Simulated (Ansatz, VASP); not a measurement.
One calculation of C, two programs

Contents of INCAR:

```
SYSTEM = C
  PREC = Accurate
  ENCUT = 520
  EDIFF = 1E-6
  ISMEAR = 0
  SIGMA = 0.1
  LREAL = .False.
  LASPH = .True.
  NELM = 80
  ALGO = Normal
  ISIF = 2
  LWAVE = .False.
  LCHARG = .True.
  LDIPOL = .True.
  IDIPOL = 3
  DIPOL = 0.5 0.5 0.352
  GGA = PE
  IVDW = 12
  LELF = .True.
  LVHAR = .True.
  LVACPOTAV = .True.
  NBANDS = 16
```

Contents of KPOINTS:

```
Automatic mesh
0
Gamma
  15 15 1
  0 0 0
```

File POSCAR:

```
C
1.0
    2.4656524413      0.0000000000      0.0000000000
   -1.2328262206      2.1353176511      0.0000000000
    0.0000000000      0.0000000000     17.5000663888
C
4
Direct
    0.6666666667      0.3333333333      0.2571437785
    0.3333333333      0.6666666667      0.2571418816
    0.6666666667      0.3333333333      0.4462878149
    0.3333333333      0.6666666667      0.4462859181
```

Input for Ansatz:

```yaml
crystal:
  lattice:
    - [2.4656524413, 0.0, 0.0]
    - [-1.2328262206, 2.1353176511, 0.0]
    - [0.0, 0.0, 17.5000663888]
  atoms:
    - { symbol: C, position: [0.6666666667, 0.3333333333, 0.2571437785] }
    - { symbol: C, position: [0.3333333333, 0.6666666667, 0.2571418816] }
    - { symbol: C, position: [0.6666666667, 0.3333333333, 0.4462878149] }
    - { symbol: C, position: [0.3333333333, 0.6666666667, 0.4462859181] }
basis:
  ecutwfc: 420
kpoints:
  mp_grid: { grid: [15, 15, 1] }
hamiltonian:
  xc: pbe
  pseudopotentials: { kind: paw, azcp: { folder: soft_1 } }
  dispersion: d3bj
scf:
  occupations: { method: gaussian, width: 0.1 }
output:
  forces: true
  eigenvalues: true
  write_density: true
  write_potential: true
  elf: true
  volumetric_format: npy
efield:
  axis: 3
  dipole_correction: true
  ramp_width: 0.04
```

Alike in both runs: task single point; functional PBE; dispersion D3(BJ); k mesh 15 × 15 × 1; occupations gaussian, width 0.1 eV; no spin polarisation.

|  | VASP | Ansatz |
| --- | --- | --- |
| version | VASP 6.6.1 | Ansatz 0.2.0 |
| potentials or method | VASP PAW PBE potentials, release 64 (C), cutoff 520 eV | scalar-relativistic, plane waves, PAW |
| valence electrons in the cell | 16 | 16 |

```tsv
	VASP	Ansatz	Ansatz less VASP
gap on the k mesh at the Fermi level (eV)	0.73	0.73	-0.001
least direct gap on the mesh (eV)	0.73	0.73	-0.001
rms of the force components (eV/Å)	0.037	0.037	-0.0002
```

Atom by atom the forces differ by 0.000 eV/Å (rms over components). Ansatz's warnings: structure snapped to symmetry, xc potential rough in thin density.
